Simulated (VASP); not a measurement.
# PtS2 in VASP: single point with PBE+D3(BJ)

Aim: the single point of PtS2 with PBE+D3(BJ).

All numbers are computed with VASP 6.6.1; they aren't measurements. Logs are shortened: lines on timing, memory, paths and dates and some standing lists are left out, and cuts for length are marked.

### Step 1. The cell of the first run

The cell holds a slab with vacuum, 6 atoms: a = 3.542 Å, b = 3.542 Å, c = 22.467 Å, α = 90.00°, β = 90.00°, γ = 120.00°.

### Step 2. Single point, PBE+D3(BJ) (layers slid over each other)

Contents of INCAR:

```
PREC = Accurate
ENCUT = 520
EDIFF = 1E-7
ISMEAR = 0
SIGMA = 0.05
LREAL = F
LASPH = T
NELM = 60
ALGO = Normal
ISIF = 2
LWAVE = F
LCHARG = T
LDIPOL = T
IDIPOL = 3
DIPOL = 0.5 0.5 0.395
GGA = PE
IVDW = 12
LELF = T
LVHAR = T
LVACPOTAV = T
NBANDS = 31
```

Contents of KPOINTS:

```
Automatic mesh
0
Gamma
  9 9 1
```

Contents of POSCAR:

```
PtS2
1.0
    3.5415278079      0.0000000000      0.0000000000
   -1.7707639039      3.0670530498      0.0000000000
    0.0000000000      0.0000000000     22.4670615492
S Pt
4 2
Direct
    0.6666666667      0.3333333333      0.2002932155
    0.3333333333      0.6666666667      0.3108341854
    0.3333333333      1.1666666667      0.4795255824
    0.6666666667      0.8333333333      0.5900665523
    0.0000000000      0.0000000000      0.2555637004
    1.0000000000      1.5000000000      0.5347960674
```

Potentials or basis: VASP PAW PBE potentials, release 64 (S, Pt).

Launch:

```
cat potpaw_PBE.64/S/POTCAR potpaw_PBE.64/Pt/POTCAR > POTCAR
mpirun -np 1 vasp_std > vasp.out
```

OUTCAR:

```text
PREC = Accurate
   ENCUT = 520
   EDIFF = 1E-7
   ISMEAR = 0
   LREAL = F
   LASPH = T
   NELM = 60
   ISIF = 2
   GGA = PE
   IVDW = 12
 IVDW          = 12

 ion  position               nearest neighbor table
   1  0.667  0.333  0.200-   5 2.39   5 2.39   5 2.39
   2  0.333  0.667  0.311-   5 2.39   5 2.39   5 2.39
   3  0.333  0.167  0.480-   6 2.39   6 2.39   6 2.39
   4  0.667  0.833  0.590-   6 2.39   6 2.39   6 2.39
   5  0.000  0.000  0.256-   1 2.39   1 2.39   1 2.39   2 2.39   2 2.39   2 2.39
   6  0.000  0.500  0.535-   4 2.39   4 2.39   4 2.39   3 2.39   3 2.39   3 2.39

  LATTYP: Found a hexagonal cell.
 ALAT       =     3.5415278079
 C/A-ratio  =     6.3438896340

  Lattice vectors:

 A1 = (   3.5415278079,   0.0000000000,   0.0000000000)
 A2 = (  -1.7707639039,   3.0670530498,   0.0000000000)
 A3 = (   0.0000000000,   0.0000000000,  22.4670615492)

Analysis of symmetry for initial positions (statically):
=====================================================================
 Subroutine PRICEL returns:
 Original cell was already a primitive cell.

 Routine SETGRP: Setting up the symmetry group for a
 hexagonal supercell.

 Subroutine GETGRP returns: Found  4 space group operations
 (whereof  2 operations were pure point group operations)
 out of a pool of 24 trial point group operations.

The static configuration has the point symmetry C_1h.
 The point group associated with its full space group is C_2v.

Analysis of symmetry for dynamics (positions and initial velocities):
=====================================================================
 Subroutine PRICEL returns:
 Original cell was already a primitive cell.

 Routine SETGRP: Setting up the symmetry group for a
 hexagonal supercell.

 Subroutine GETGRP returns: Found  4 space group operations
 (whereof  2 operations were pure point group operations)
 out of a pool of 24 trial point group operations.

The dynamic configuration has the point symmetry C_1h.
 The point group associated with its full space group is C_2v.

 Subroutine INISYM returns: Found  4 space group operations
 (whereof  2 operations are pure point group operations),
 and found     1 'primitive' translations

----------------------------------------------------------------------------------------

                                     Primitive cell

  volume of cell :     244.0384

  direct lattice vectors                    reciprocal lattice vectors
     3.541527808  0.000000000  0.000000000     0.282364012  0.163022938  0.000000000
    -1.770763904  3.067053050  0.000000000     0.000000000  0.326045877  0.000000000
     0.000000000  0.000000000 22.467061549     0.000000000  0.000000000  0.044509603

  length of vectors
     3.541527808  3.541527808 22.467061549     0.326045877  0.326045877  0.044509603

  position of ions in fractional coordinates (direct lattice)
     0.666666667  0.333333333  0.200293215
     0.333333333  0.666666667  0.310834185
     0.333333333  0.166666667  0.479525582
     0.666666667  0.833333333  0.590066552
     0.000000000  0.000000000  0.255563700
     0.000000000  0.500000000  0.534796067

  ion indices of the primitive-cell ions
   primitive index   ion index
                 1           1
                 2           2
                 3           3
                 4           4
                 5           5
                 6           6

----------------------------------------------------------------------------------------

 KPOINTS: Automatic mesh

Automatic generation of k-mesh.
 Grid dimensions read from file:
 generate k-points for:    9    9    1

 Generating k-lattice:

  Cartesian coordinates                     Fractional coordinates (reciprocal lattice)
     0.031373779  0.018113660  0.000000000     0.111111111 -0.000000000  0.000000000
     0.000000000  0.036227320  0.000000000     0.000000000  0.111111111  0.000000000
     0.000000000  0.000000000  0.044509603     0.000000000  0.000000000  1.000000000

  Length of vectors
     0.036227320  0.036227320  0.044509603

  Shift w.r.t. Gamma in fractional coordinates (k-lattice)
     0.000000000  0.000000000  0.000000000

 Subroutine IBZKPT returns following result:
 ===========================================

 Found     25 irreducible k-points:

 Following reciprocal coordinates:
            Coordinates               Weight
  0.000000  0.000000  0.000000      1.000000
  0.111111 -0.000000  0.000000      2.000000
  0.000000  0.111111  0.000000      4.000000
  0.222222  0.000000  0.000000      2.000000
  0.000000  0.222222  0.000000      4.000000
  0.333333 -0.000000  0.000000      2.000000
[... 16 lines left out ...]
 -0.222222 -0.444444  0.000000      4.000000
  0.444444  0.333333  0.000000      4.000000
   k-points           NKPTS =     25   k-points in BZ     NKDIM =     25   number of bands    NBANDS=     31
   number of dos      NEDOS =    301   number of ions     NIONS =      6
   total plane-waves  NPLWV = 131712
   dimension x,y,z NGX =    28 NGY =   28 NGZ =  168
   dimension x,y,z NGXF=    56 NGYF=   56 NGZF=  336
   ions per type =               4   2
   NGX,Y,Z   is equivalent  to a cutoff of  13.14, 13.14, 12.43 a.u.
   NGXF,Y,Z  is equivalent  to a cutoff of  26.29, 26.29, 24.86 a.u.
 SYSTEM =  unknown system
   PREC   = accura    normal or accurate (medium, high low for compatibility)
   ISTART =      0    job   : 0-new  1-cont  2-samecut
   ICHARG =      2    charge: 1-file 2-atom 10-const
   ISPIN  =      1    spin polarized calculation?
   LNONCOLLINEAR =      F non collinear calculations
   LSORBIT =      F    spin-orbit coupling
   LASPH  =      T    aspherical Exc in radial PAW
   ENCUT  =  520.0 eV  38.22 Ry    6.18 a.u.   6.58  6.58 41.77*2*pi/ulx,y,z
   NELM   =     60;   NELMIN=  2; NELMDL= -5     # of ELM steps
   EDIFF  = 0.1E-06   stopping-criterion for ELM
   LREAL  =      F    real-space projection
   EDIFFG = 0.1E-05   stopping-criterion for IOM
   NSW    =      0    number of steps for IOM
   IBRION =     -1    ionic relax: 0-MD 1-quasi-New 2-CG
   NFREE  =      0    steps in history (QN), initial steepest desc. (CG)
   ISIF   =      2    stress and relaxation
   ISYM   =      2    0-nonsym 1-usesym 2-fastsym
   POTIM  = 0.5000    time-step for ionic-motion
   TEBEG  =    0.0;   TEEND  =   0.0 temperature during run
   PSTRESS=    0.0 pullay stress
   NELECT =      44.0000    total number of electrons
   NUPDOWN=      -1.0000    fix difference up-down
   EMIN   =  10.00;   EMAX   =-10.00  energy-range for DOS
   EFERMI =   0.00;   METHOD = LEGACY
   ISMEAR =     0;   SIGMA  =   0.05  broadening in eV -4-tet -1-fermi 0-gaus
   EFERMI_NEDOS =   21; number of points for ismear=-14 and -15
   IALGO  =     38    algorithm
   IMIX   =      4    mixing-type and parameters
     AMIX     =   0.40;   BMIX     =  1.00
     AMIX_MAG =   1.60;   BMIX_MAG =  1.00
  volume/ion in A,a.u.               =      40.67       274.48
  Fermi-wavevector in a.u.,A,eV,Ry     =   0.924854  1.747720 11.637800  0.855354
  Thomas-Fermi vector in A             =   2.050645
   LORBIT       =      0    0 simple, 1 ext, 2 COOP (PROOUT), +10 PAW based schemes
   GGA     = PE    functional components
   LHFCALC =     F    Hartree Fock is set to
   AEXX    =    0.0000 exact exchange contribution
   IVDW    =    12    specifies the selected vdW correction
   LEPSILON=     F    determine dielectric tensor
   LRPA    =     F    only Hartree local field effects (RPA)
 non-spin polarized calculation
 Gauss-broadening in eV      SIGMA  =   0.05
  energy-cutoff  :      520.00
  volume of cell :      244.04
 maximum number of plane-waves:      6671
   NGX = 13   NGY = 13   NGZ = 83

 dipolmoment           0.000000      0.000000      0.000009 electrons x Angstroem

 number of electron      43.9999999 magnetization

 dipolmoment           0.000000      0.000000     -0.000005 electrons x Angstroem

 Free energy of the ion-electron system (eV)
  ---------------------------------------------------
  ext. energy  EPLUGINS =         0.00000000
  ---------------------------------------------------
  free energy    TOTEN  =       -30.91051150 eV

  energy without entropy =      -30.91051150  energy(sigma->0) =      -30.91051150

 E-fermi :  -0.4824     XC(G=0):  -5.4930

 val. band max:       -0.7176760904   @ k =   0.1111   0.1111   0.0000
 cond. band min:       0.8699328329   @ k =   0.2222   0.0000   0.0000
 fundamental gap:      1.5876089233
 Fermi energy:        -0.4824367986

 k-point     1 :       0.0000    0.0000    0.0000
  band No.  band energies     occupation
      1     -14.8950      2.00000
      2     -14.8757      2.00000
      3     -12.7091      2.00000
      4     -12.6608      2.00000
      5      -6.3884      2.00000
      6      -6.3880      2.00000
[... 23 lines left out ...]
     30       5.3408      0.00000
     31       5.5374      0.00000

 k-point     2 :       0.1111   -0.0000    0.0000
  band No.  band energies     occupation
      1     -14.7407      2.00000
      2     -14.7213      2.00000
      3     -12.7392      2.00000
      4     -12.6948      2.00000
      5      -6.3877      2.00000
      6      -6.3693      2.00000
[... 23 lines left out ...]
     30       5.9659      0.00000
     31       6.0012      0.00000

 k-point     3 :       0.0000    0.1111    0.0000
  band No.  band energies     occupation
      1     -14.7406      2.00000
      2     -14.7215      2.00000
      3     -12.7387      2.00000
      4     -12.6952      2.00000
      5      -6.3873      2.00000
      6      -6.3698      2.00000
[... 703 lines left out ...]
     30       7.4999      0.00000
     31       7.9100      0.00000

 k-point    24 :       0.4444    0.3333    0.0000
  band No.  band energies     occupation
      1     -13.1007      2.00000
      2     -13.0909      2.00000
      3     -12.9502      2.00000
      4     -12.9412      2.00000
      5      -6.6385      2.00000
      6      -6.6367      2.00000
[... 23 lines left out ...]
     30       7.5288      0.00000
     31       8.0097      0.00000

 [... further k-points ...]

------------------------ aborting loop because EDIFF is reached ----------------------------------------

 Edisp (eV)   -1.83920

 E8    (eV) :    -0.7634

  FORCE on cell =-STRESS in cart. coord.  units (eV):
  Direction    XX          YY          ZZ          XY          YZ          ZX
  --------------------------------------------------------------------------------------
  -------------------------------------------------------------------------------------
  Total      -0.51361    -0.49553    -0.87815    -0.01566     0.00000     0.00000
  in kB      -3.37201    -3.25332    -5.76531    -0.10279     0.00000     0.00000
  external pressure =       -4.13 kB  Pullay stress =        0.00 kB

 VOLUME and BASIS-vectors are now :
 -----------------------------------------------------------------------------
  energy-cutoff  :      520.00
  volume of cell :      244.04
      direct lattice vectors                 reciprocal lattice vectors
     3.541527808  0.000000000  0.000000000     0.282364012  0.163022938  0.000000000
    -1.770763904  3.067053050  0.000000000     0.000000000  0.326045877  0.000000000
     0.000000000  0.000000000 22.467061549     0.000000000  0.000000000  0.044509603

 POSITION                                       TOTAL-FORCE (eV/Angst)
 -----------------------------------------------------------------------------------
      1.77076      1.02235      4.50000        -0.001911     -0.001103      0.043162
     -0.00000      2.04470      6.98353        -0.001958     -0.001130      0.023433
      0.88538      0.51118     10.77353        -0.001958     -0.001130     -0.023433
      0.88538      2.55588     13.25706        -0.001911     -0.001103     -0.043162
      0.00000      0.00000      5.74177         0.003869      0.002234      0.053800
     -0.88538      1.53353     12.01530         0.003869      0.002234     -0.053800
 -----------------------------------------------------------------------------------
    total drift:                               -0.000212     -0.000122     -0.000193

  FREE ENERGIE OF THE ION-ELECTRON SYSTEM (eV)
  ---------------------------------------------------
  free  energy   TOTEN  =       -32.7497131688 eV

  energy  without entropy=      -32.7497131688  energy(sigma->0) =      -32.74971317

 vacuum level on the upper side and lower side of the slab         5.483         5.483
```

Run time: 7 min. Hardware: 1 thread of AMD EPYC 7R43 (Zen 3), shared host; peak memory 0.39 GiB.

What came out:

```yaml
Free_energy: -32.7497 eV
Largest_force: 0.054 eV/Å
Band_gap_on_the_k_mesh: 1.59 eV (least direct gap 1.67 eV)
Dispersion_energy_per_atom: -0.307 eV
```

Forces on the atoms (eV/Å):
```
S   -0.002 -0.001  0.043
S   -0.002 -0.001  0.023
S   -0.002 -0.001 -0.023
S   -0.002 -0.001 -0.043
Pt   0.004  0.002  0.054
Pt   0.004  0.002 -0.054
```

Levels at points of the mesh, in eV from the valence-band top:
```
           k point  band 20  band 21  band 22  band 23  band 24  band 25
(0.00, 0.00, 0.00)    -0.37    -0.36    -0.36     3.09     3.10     3.12
```

Caveat: the cell differs from its parent crystal (layers slid over each other); spin-orbit coupling is left out, which moves the levels of the heavy elements.
